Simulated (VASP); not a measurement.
A run of VASP 6.6.1 is set up as follows.

Contents of POSCAR:

```
ZnS
1.0
    0.0000000000      2.6936828800      2.6936828800
    2.6936828800      0.0000000000      2.6936828800
    2.6936828800      2.6936828800      0.0000000000
Zn S
1 1
Direct
    0.0000000000      0.0000000000      0.0000000000
    0.7500000000      0.7500000000      0.7500000000
```

File INCAR.step1:

```
SYSTEM = ZnS
  PREC = Accurate
  ENCUT = 600
  ISMEAR = 0
  SIGMA = 0.02
  LREAL = .FALSE.
  LASPH = .TRUE.
  NELM = 60
  GGA = PE
  ALGO = Normal
  EDIFF = 1E-4
  LWAVE = .TRUE.
  LCHARG = .FALSE.
```

The input INCAR.step2:

```
SYSTEM = ZnS
  PREC = Accurate
  ENCUT = 600
  EDIFF = 1E-7
  ISMEAR = 0
  SIGMA = 0.02
  LREAL = .FALSE.
  LASPH = .TRUE.
  NELM = 60
  ALGO = Normal
  ISIF = 3
  LWAVE = .FALSE.
  LCHARG = .FALSE.
  METAGGA = R2SCAN
  LMIXTAU = .TRUE.
  IBRION = 2
  NSW = 100
  EDIFFG = -0.002
  ISTART = 1
```

The input KPOINTS:

```
Automatic mesh
0
G
  8 8 8
  0 0 0
```

Potentials or basis: VASP PAW PBE potentials, release 64 (Zn, S).

Launch:

```sh
$ cat potpaw_PBE.64/Zn/POTCAR potpaw_PBE.64/S/POTCAR > POTCAR
$ cp INCAR.step1 INCAR
$ mpirun -np 1 vasp_std > vasp.out
$ cp INCAR.step2 INCAR
$ mpirun -np 1 vasp_std > vasp.out
```

**Question.** Estimate the relaxed cell.

**Answer.** a = 3.811 Å, b = 3.811 Å, c = 3.811 Å, α = 60.00°, β = 60.00°, γ = 60.00°.

**Question.** Estimate the relaxed volume.

**Answer.** 19.56 Å³/atom.

**Question.** Predict the space group after relaxing (to 0.05 Å).

**Answer.** F-43m (No. 216).

**Question.** What does it give for the band gap on the k mesh?

**Answer.** 2.71 eV, direct.

Final structure:
```
Zn S
1.0
     0.00000    2.69449    2.69449
     2.69449    0.00000    2.69449
     2.69449    2.69449    0.00000
Zn S
1 1
Direct
  0.00000 0.00000 0.00000
  0.75000 0.75000 0.75000
```

Caveat: the PAW data sets were made with another functional, which shifts forces and pressure a little. r2SCAN opens gaps a little over a GGA but as a rule still falls short of measured ones.
